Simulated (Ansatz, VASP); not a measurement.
# Two plane-wave programs on SiC

```
Si C
1.0
     0.00000    2.25488    2.25488
     2.25488    0.00000    2.25488
     2.16153    2.16153    0.09335
Si C
1 1
Direct
  0.00000 0.00000 0.00000
  0.75000 0.75000 0.75000
```

Alike in both runs: task single point; functional PBE; k mesh 12 × 12 × 12; occupations gaussian, width 0.05 eV; no spin polarisation.

```csv
,VASP,Ansatz
version,VASP 6.6.1,Ansatz 0.2.0
potentials or method,"VASP PAW PBE potentials, release 64 (Si, C), cutoff 520 eV","scalar-relativistic, plane waves, PAW"
valence electrons in the cell,8,8
```

|  | VASP | Ansatz | Ansatz less VASP |
| --- | --- | --- | --- |
| gap on the k mesh at the Fermi level (eV) | 1.15 | 1.16 | +0.006 |
| least direct gap on the mesh (eV) | 4.08 | 4.08 | +0.005 |
| pressure (GPa) | -3.6 | -3.6 | +0.03 |
| traceless stress, the component that is largest in VASP (GPa) | 11.11 | 11.07 | -0.036 |
| rms of the force components (eV/Å) | 0.394 | 0.395 | +0.0007 |

Atom by atom the forces differ by 0.001 eV/Å (rms over components).
